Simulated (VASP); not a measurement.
A run of VASP 6.6.1 is set up as follows.

INCAR

```
  PREC = Accurate
  ENCUT = 500
  EDIFF = 1E-6
  ISMEAR = -1
  SIGMA = 0.3
  LREAL = F
  LASPH = T
  NELM = 120
  ALGO = Normal
  ISIF = 2
  LWAVE = F
  LCHARG = F
  GGA = PE
  NBANDS = 16
  GGA_COMPAT = F
```

Contents of KPOINTS:

```
regular mesh
0
Gamma
  5 5 5
```

POSCAR

```
CdTe
1.0
    0.0000000000      3.1834892848      3.1834892848
    3.1834892848      0.0000000000      3.1834892848
    3.1834892848      3.1834892848      0.0000000000
Cd Te
1 1
Direct
    0.0000000000      0.0000000000      0.0000000000
    0.2500000000      0.2500000000      0.2500000000
```

Potentials or basis: VASP PAW PBE potentials, release 64 (Cd, Te).

Command:

```bash
$ cat potpaw_PBE.64/Cd/POTCAR potpaw_PBE.64/Te/POTCAR > POTCAR
$ mpirun -np 1 vasp_std > vasp.out
```

(1) Estimate the band gap on the k mesh.

(2) What does it give for the pressure?

## Answers

(1) 0.93 eV, direct.

(2) 5.7 GPa.

Caveat: spin-orbit coupling is left out, which moves the levels of the heavy elements.
